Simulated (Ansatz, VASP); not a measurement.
Zn in VASP and in Ansatz

Contents of INCAR:

```
SYSTEM = Zn
PREC     = Accurate       ! precision mode
ENCUT    = 520            ! plane-wave cutoff, eV
EDIFF    = 1E-6           ! SCF threshold, eV
ISMEAR   = -1             ! smearing method
SIGMA    = 0.1            ! smearing width, eV
LREAL    = .FALSE.        ! projectors in reciprocal space
LASPH    = .TRUE.         ! aspherical terms in the spheres
NELM     = 100            ! most SCF steps
ALGO     = Normal         ! electronic algorithm
ISIF     = 2              ! what is computed and relaxed
LWAVE    = .FALSE.        ! write WAVECAR
LCHARG   = .FALSE.        ! write CHGCAR
GGA      = RE             ! functional
NBANDS   = 25             ! bands
```

File KPOINTS:

```
Automatic mesh
0
G
  9 9 13
  0 0 0
```

File POSCAR:

```
Zn
1.0
    4.4767538916      0.0000000000      0.0000000000
   -2.2383769458      3.8769825966      0.0000000000
    0.0000000000      0.0000000000      2.6778737102
Zn
3
Direct
    0.0000000000      0.0000000000      1.0000000000
    0.3333333333      0.6666666667      0.5000000000
    0.6666666667      0.3333333333      0.5000000000
```

Input for Ansatz:

```yaml
crystal:
  lattice:
    - [4.4767538916, 0.0, 0.0]
    - [-2.2383769458, 3.8769825966, 0.0]
    - [0.0, 0.0, 2.6778737102]
  atoms:
    - { symbol: Zn, position: [0.0, 0.0, 1.0] }
    - { symbol: Zn, position: [0.3333333333, 0.6666666667, 0.5] }
    - { symbol: Zn, position: [0.6666666667, 0.3333333333, 0.5] }
hamiltonian:
  xc: revpbe
  pseudopotentials:
    kind: paw
    azcp:
      Zn: "pseudopotentials/Zn.paw.azcp"
basis:
  ecutwfc: 420
  fft_grid_basis: typed
kpoints:
  mp_grid: { grid: [9, 9, 13], shift: [0, 0, 0] }
magnetization:
  spin_polarized: false
scf:
  occupations: { method: fermi_dirac, width: 0.1 }
  lower_state_search: "off"
output:
  stress: true
  write_density: true
  write_potential: true
  elf: true
  volumetric_format: npy
```

Alike in both runs: task single point; functional revPBE; k mesh 9 × 9 × 13; occupations fermi-dirac, width 0.1 eV; no spin polarisation.

|  | VASP | Ansatz |
| --- | --- | --- |
| version | VASP 6.6.1 | Ansatz 0.2.0 |
| potentials or method | VASP PAW PBE potentials, release 64 (Zn), cutoff 520 eV | plane waves (420 eV) with PAW, scalar-relativistic |
| valence electrons in the cell | 36 | 36 |

```csv
,VASP,Ansatz,Ansatz less VASP
pressure (GPa),2.7,2.4,-0.26
"traceless stress, the component that is largest in VASP (GPa)",0.94,0.95,+0.002
```

VASP's potentials were made for PBE, not for revPBE. With one functional, cell and mesh, what is left measures potentials, basis and numerics.
